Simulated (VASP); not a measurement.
# C (Fd-3m) in VASP: single point with PBEsol

Aim: the single point of C with PBEsol.

All numbers are computed with VASP 6.6.1; they aren't measurements. Logs are shortened: lines on timing, memory, paths and dates and some standing lists are left out, and cuts for length are marked.

## 1. The cell of the first run

Symmetry: Fd-3m, No. 227, cubic system. The conventional cell has a = 3.551 Å, b = 3.551 Å, c = 3.551 Å, α = 90.00°, β = 90.00°, γ = 90.00°. Within 2.0 Å of C (site symmetry -43m) lie 4 C at 1.54 Å.

## 2. Single point, PBEsol

INCAR

```
PREC = Accurate
ENCUT = 520
EDIFF = 1E-6
ISMEAR = -1
SIGMA = 0.13605693000000002
LREAL = F
LASPH = T
NELM = 80
ALGO = Normal
ISIF = 2
LWAVE = F
LCHARG = F
GGA = PS
NBANDS = 11
```

KPOINTS

```
regular mesh
0
Gamma
  13 13 13
```

POSCAR

```
C
1.0
    0.0000000000      1.7755965726      1.7755965726
    1.7755965726      0.0000000000      1.7755965726
    1.7755965726      1.7755965726      0.0000000000
C
2
Direct
    0.0000000000      0.0000000000      0.0000000000
    0.2500000000      0.2500000000      0.2500000000
```

Potentials or basis: VASP PAW PBE potentials, release 64 (C).

Run with:

```bash
> cat potpaw_PBE.64/C/POTCAR > POTCAR
> mpirun -np 1 vasp_std > vasp.out
```

OUTCAR:

```text
PREC = Accurate
   ENCUT = 520
   EDIFF = 1E-6
   ISMEAR = -1
   LREAL = F
   LASPH = T
   NELM = 80
   ISIF = 2
   GGA = PS

 ion  position               nearest neighbor table
   1  0.000  0.000  0.000-   2 1.54   2 1.54   2 1.54   2 1.54
   2  0.250  0.250  0.250-   1 1.54   1 1.54   1 1.54   1 1.54

  LATTYP: Found a face centered cubic cell.
 ALAT       =     3.5511931452

  Lattice vectors:

 A1 = (   0.0000000000,   1.7755965726,   1.7755965726)
 A2 = (   1.7755965726,   0.0000000000,   1.7755965726)
 A3 = (   1.7755965726,   1.7755965726,   0.0000000000)

Analysis of symmetry for initial positions (statically):
=====================================================================
 Subroutine PRICEL returns:
 Original cell was already a primitive cell.

 Routine SETGRP: Setting up the symmetry group for a
 face centered cubic supercell.

 Subroutine GETGRP returns: Found 48 space group operations
 (whereof 24 operations were pure point group operations)
 out of a pool of 48 trial point group operations.

The static configuration has the point symmetry T_d .
 The point group associated with its full space group is O_h .

Analysis of symmetry for dynamics (positions and initial velocities):
=====================================================================
 Subroutine PRICEL returns:
 Original cell was already a primitive cell.

 Routine SETGRP: Setting up the symmetry group for a
 face centered cubic supercell.

 Subroutine GETGRP returns: Found 48 space group operations
 (whereof 24 operations were pure point group operations)
 out of a pool of 48 trial point group operations.

The dynamic configuration has the point symmetry T_d .
 The point group associated with its full space group is O_h .

 Subroutine INISYM returns: Found 48 space group operations
 (whereof 24 operations are pure point group operations),
 and found     1 'primitive' translations

----------------------------------------------------------------------------------------

                                     Primitive cell

  volume of cell :      11.1960

  direct lattice vectors                    reciprocal lattice vectors
     0.000000000  1.775596573  1.775596573    -0.281595497  0.281595497  0.281595497
     1.775596573  0.000000000  1.775596573     0.281595497 -0.281595497  0.281595497
     1.775596573  1.775596573  0.000000000     0.281595497  0.281595497 -0.281595497

  length of vectors
     2.511072754  2.511072754  2.511072754     0.487737709  0.487737709  0.487737709

  position of ions in fractional coordinates (direct lattice)
     0.000000000  0.000000000  0.000000000
     0.250000000  0.250000000  0.250000000

  ion indices of the primitive-cell ions
   primitive index   ion index
                 1           1
                 2           2

----------------------------------------------------------------------------------------

 KPOINTS: regular mesh

Automatic generation of k-mesh.
 Grid dimensions read from file:
 generate k-points for:   13   13   13

 Generating k-lattice:

  Cartesian coordinates                     Fractional coordinates (reciprocal lattice)
    -0.021661192  0.021661192  0.021661192     0.076923077  0.000000000  0.000000000
     0.021661192 -0.021661192  0.021661192     0.000000000  0.076923077  0.000000000
     0.021661192  0.021661192 -0.021661192     0.000000000  0.000000000  0.076923077

  Length of vectors
     0.037518285  0.037518285  0.037518285

  Shift w.r.t. Gamma in fractional coordinates (k-lattice)
     0.000000000  0.000000000  0.000000000

 Subroutine IBZKPT returns following result:
 ===========================================

 Found     84 irreducible k-points:

 Following reciprocal coordinates:
            Coordinates               Weight
  0.000000  0.000000  0.000000      1.000000
  0.076923  0.000000  0.000000      8.000000
  0.153846  0.000000  0.000000      8.000000
  0.230769  0.000000  0.000000      8.000000
  0.307692  0.000000  0.000000      8.000000
  0.384615  0.000000  0.000000      8.000000
[... 16 lines left out ...]
  0.384615  0.153846  0.000000     24.000000
  0.461538  0.153846  0.000000     24.000000
 [... further k-points ...]
   k-points           NKPTS =     84   k-points in BZ     NKDIM =     84   number of bands    NBANDS=     11
   number of dos      NEDOS =    301   number of ions     NIONS =      2
   total plane-waves  NPLWV =   8000
   dimension x,y,z NGX =    20 NGY =   20 NGZ =   20
   dimension x,y,z NGXF=    40 NGYF=   40 NGZF=   40
   ions per type =               2
   NGX,Y,Z   is equivalent  to a cutoff of  13.24, 13.24, 13.24 a.u.
   NGXF,Y,Z  is equivalent  to a cutoff of  26.48, 26.48, 26.48 a.u.
 SYSTEM =  unknown system
   PREC   = accura    normal or accurate (medium, high low for compatibility)
   ISTART =      0    job   : 0-new  1-cont  2-samecut
   ICHARG =      2    charge: 1-file 2-atom 10-const
   ISPIN  =      1    spin polarized calculation?
   LNONCOLLINEAR =      F non collinear calculations
   LSORBIT =      F    spin-orbit coupling
   LASPH  =      T    aspherical Exc in radial PAW
   ENCUT  =  520.0 eV  38.22 Ry    6.18 a.u.   4.67  4.67  4.67*2*pi/ulx,y,z
   NELM   =     80;   NELMIN=  2; NELMDL= -5     # of ELM steps
   EDIFF  = 0.1E-05   stopping-criterion for ELM
   LREAL  =      F    real-space projection
   EDIFFG = 0.1E-04   stopping-criterion for IOM
   NSW    =      0    number of steps for IOM
   IBRION =     -1    ionic relax: 0-MD 1-quasi-New 2-CG
   NFREE  =      0    steps in history (QN), initial steepest desc. (CG)
   ISIF   =      2    stress and relaxation
   ISYM   =      2    0-nonsym 1-usesym 2-fastsym
   POTIM  = 0.5000    time-step for ionic-motion
   TEBEG  =    0.0;   TEEND  =   0.0 temperature during run
   PSTRESS=    0.0 pullay stress
   NELECT =       8.0000    total number of electrons
   NUPDOWN=      -1.0000    fix difference up-down
   EMIN   =  10.00;   EMAX   =-10.00  energy-range for DOS
   EFERMI =   0.00;   METHOD = LEGACY
   ISMEAR =    -1;   SIGMA  =   0.14  broadening in eV -4-tet -1-fermi 0-gaus
   EFERMI_NEDOS =   21; number of points for ismear=-14 and -15
   IALGO  =     38    algorithm
   IMIX   =      4    mixing-type and parameters
     AMIX     =   0.40;   BMIX     =  1.00
     AMIX_MAG =   1.60;   BMIX_MAG =  1.00
  volume/ion in A,a.u.               =       5.60        37.78
  Fermi-wavevector in a.u.,A,eV,Ry     =   1.463582  2.765770 29.144681  2.142074
  Thomas-Fermi vector in A             =   2.579660
   LORBIT       =      0    0 simple, 1 ext, 2 COOP (PROOUT), +10 PAW based schemes
   GGA     = PS    functional components
   LHFCALC =     F    Hartree Fock is set to
   AEXX    =    0.0000 exact exchange contribution
   IVDW    =     0    specifies the selected vdW correction
   LEPSILON=     F    determine dielectric tensor
   LRPA    =     F    only Hartree local field effects (RPA)
 non-spin polarized calculation
  energy-cutoff  :      520.00
  volume of cell :       11.20
 maximum number of plane-waves:       310
   NGX =  9   NGY =  9   NGZ =  9

 number of electron       7.9999999 magnetization

 Free energy of the ion-electron system (eV)
  ---------------------------------------------------
  ext. energy  EPLUGINS =         0.00000000
  ---------------------------------------------------
  free energy    TOTEN  =       -19.24943234 eV

  energy without entropy =      -19.24943233  energy(sigma->0) =      -19.24943233

 E-fermi :  11.8835     XC(G=0): -13.4977

 val. band max:        9.8999563176   @ k =   0.0000   0.0000   0.0000
 cond. band min:      13.9406509418   @ k =   0.3846   0.3846   0.0000
 fundamental gap:      4.0406946242
 Fermi energy:        11.8835180039

 k-point     1 :       0.0000    0.0000    0.0000
  band No.  band energies     occupation
      1     -11.7991      2.00000
      2       9.9000      2.00000
      3       9.9000      2.00000
      4       9.9000      2.00000
      5      15.4751      0.00000
      6      15.4751      0.00000
      7      15.4751      0.00000
      8      23.5685      0.00000
      9      29.0269      0.00000
     10      36.5129      0.00000
     11      36.5129      0.00000

 k-point     2 :       0.0769    0.0000    0.0000
  band No.  band energies     occupation
      1     -11.6332      2.00000
      2       8.8154      2.00000
      3       9.6143      2.00000
      4       9.6143      2.00000
      5      15.8486      0.00000
      6      15.8486      0.00000
      7      16.1220      0.00000
      8      23.6922      0.00000
      9      29.3096      0.00000
     10      34.4293      0.00000
     11      34.4293      0.00000

 k-point     3 :       0.1538    0.0000    0.0000
  band No.  band energies     occupation
      1     -11.1373      2.00000
      2       6.5144      2.00000
      3       8.9729      2.00000
      4       8.9729      2.00000
      5      16.6898      0.00000
      6      16.6898      0.00000
      7      17.1816      0.00000
      8      24.0465      0.00000
      9      29.9381      0.00000
     10      32.8163      0.00000
     11      32.8163      0.00000

 k-point     4 :       0.2308    0.0000    0.0000
  band No.  band energies     occupation
      1     -10.3170      2.00000
      2       3.8807      2.00000
      3       8.2810      2.00000
      4       8.2810      2.00000
      5      17.5322      0.00000
      6      17.5322      0.00000
      7      17.9855      0.00000
      8      24.5541      0.00000
      9      30.4222      0.00000
     10      32.2040      0.00000
     11      32.2040      0.00000

 k-point     5 :       0.3077    0.0000    0.0000
  band No.  band energies     occupation
      1      -9.1847      2.00000
      2       1.2460      2.00000
      3       7.6979      2.00000
      4       7.6979      2.00000
      5      18.0750      0.00000
      6      18.0750      0.00000
      7      18.4875      0.00000
      8      25.0527      0.00000
      9      30.6684      0.00000
     10      32.6979      0.00000
     11      32.6979      0.00000
[... 211 lines left out ...]
 k-point    21 :       0.2308    0.1538    0.0000
  band No.  band energies     occupation
      1     -10.3156      2.00000
      2       5.6415      2.00000
      3       6.8007      2.00000
      4       7.5658      2.00000
      5      15.0767      0.00000
      6      19.6386      0.00000
      7      19.6694      0.00000
      8      22.2597      0.00000
      9      29.8826      0.00000
     10      31.0414      0.00000
     11      36.8715      0.00000

 k-point    22 :       0.3077    0.1538    0.0000
  band No.  band energies     occupation
      1      -9.3951      2.00000
      2       3.2343      2.00000
      3       6.2593      2.00000
      4       6.9008      2.00000
      5      15.8290      0.00000
      6      20.3542      0.00000
      7      20.4076      0.00000
      8      21.9699      0.00000
      9      30.6175      0.00000
     10      31.3668      0.00000
     11      36.5073      0.00000

 k-point    23 :       0.3846    0.1538    0.0000
  band No.  band energies     occupation
      1      -8.1740      2.00000
      2       0.7848      2.00000
      3       5.9610      2.00000
      4       6.1186      2.00000
      5      16.5077      0.00000
      6      20.6613      0.00000
      7      20.7538      0.00000
      8      22.5272      0.00000
      9      31.0644      0.00000
     10      31.9323      0.00000
     11      36.8941      0.00000

 k-point    24 :       0.4615    0.1538    0.0000
  band No.  band energies     occupation
      1      -6.7094      2.00000
      2      -1.4971      2.00000
      3       5.4090      2.00000
      4       5.9240      2.00000
      5      16.9262      0.00000
      6      20.5181      0.00000
      7      20.9377      0.00000
      8      23.8110      0.00000
      9      30.4382      0.00000
     10      33.3000      0.00000
     11      36.9952      0.00000

 [... further k-points ...]
[... 5 lines left out ...]
  --------------------------------------------------------------------------------------
  -------------------------------------------------------------------------------------
  Total        0.1475284      0.1475284      0.1475284     -0.0000000      0.0000000      0.0000000
  in kB       21.1117078     21.1117078     21.1117078     -0.0000000      0.0000000      0.0000000
  external PRESSURE =      21.1117078 kB  Pullay stress =       0.0000000 kB

 VOLUME and BASIS-vectors are now :
 -----------------------------------------------------------------------------
  energy-cutoff  :      520.00
  volume of cell :       11.20
      direct lattice vectors                 reciprocal lattice vectors
     0.000000000  1.775596573  1.775596573    -0.281595497  0.281595497  0.281595497
     1.775596573  0.000000000  1.775596573     0.281595497 -0.281595497  0.281595497
     1.775596573  1.775596573  0.000000000     0.281595497  0.281595497 -0.281595497

 POSITION                                       TOTAL-FORCE (eV/Angst)
 -----------------------------------------------------------------------------------
      0.00000      0.00000      0.00000         0.000000      0.000000      0.000000
      0.88780      0.88780      0.88780        -0.000000     -0.000000     -0.000000
 -----------------------------------------------------------------------------------
    total drift:                                0.000000     -0.000000      0.000000

  FREE ENERGIE OF THE ION-ELECTRON SYSTEM (eV)
  ---------------------------------------------------
  free  energy   TOTEN  =       -19.2494323405 eV

  energy  without entropy=      -19.2494323269  energy(sigma->0) =      -19.24943233
```

Run time: 4 s. Hardware: 1 thread of Intel Xeon 6975P-C (Granite Rapids), shared host; peak memory 0.12 GiB.

What came out:

| Item | Value |
| --- | --- |
| Free energy | -19.2494 eV |
| Pressure | 2.1 GPa |
| Band gap on the k mesh | 4.04 eV, indirect (least direct gap 5.58 eV) |

Caveat: the PAW data sets were made with another functional, which shifts forces and pressure a little. PBEsol gaps usually lie below the measured ones, often by a third to a half.
